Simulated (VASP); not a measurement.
A run of VASP 6.6.1 is set up as follows.

INCAR

```
SYSTEM = LiNbO3
ALGO = Normal ; EDIFF = 1E-8
ENCUT = 520 ; GGA = PS
IBRION = 8 ; ISIF = 2
ISMEAR = 0 ; LASPH = .TRUE.
LCHARG = .TRUE. ; LEPSILON = .TRUE.
LREAL = .FALSE. ; LWAVE = .FALSE.
NBANDS = 25 ; NELM = 100
NSW = 1 ; PREC = Accurate
SIGMA = 0.01
```

Contents of KPOINTS:

```
k-points
0
G
  6 6 6
  0 0 0
```

The input POSCAR:

```
LiNbO3
1.0
    3.9261621783      0.0000000000      0.0000000000
    0.0000000000      3.9261621783      0.0000000000
    0.0000000000      0.0000000000      3.9261621783
Li Nb O
1 1 3
Direct
    0.0000000000      0.0000000000      0.0000000000
    0.5000000000      0.5000000000      0.5000000000
    0.5000000000      0.5000000000      0.0000000000
    0.5000000000      0.0000000000      0.5000000000
    0.0000000000      0.5000000000      0.5000000000
```

Potentials or basis: VASP PAW PBE potentials, release 64 (Li_sv, Nb_sv, O).

Run with:

```sh
$ cat potpaw_PBE.64/Li_sv/POTCAR potpaw_PBE.64/Nb_sv/POTCAR potpaw_PBE.64/O/POTCAR > POTCAR
$ mpirun -np 1 vasp_std > vasp.out
```

(1) What does it give for the electronic dielectric tensor (diagonal)?

(2) Predict the Born charges (mean of the diagonal).

(3) Estimate the most unstable mode.

(4) Predict the highest phonon frequency at Γ, LO-TO splitting left out.

## Answers

(1) 6.31.

(2) Li +1.25; Nb +9.53; O -3.60 e.

(3) 242i cm⁻¹.

(4) 555 cm⁻¹.

Caveat: some modes are imaginary.
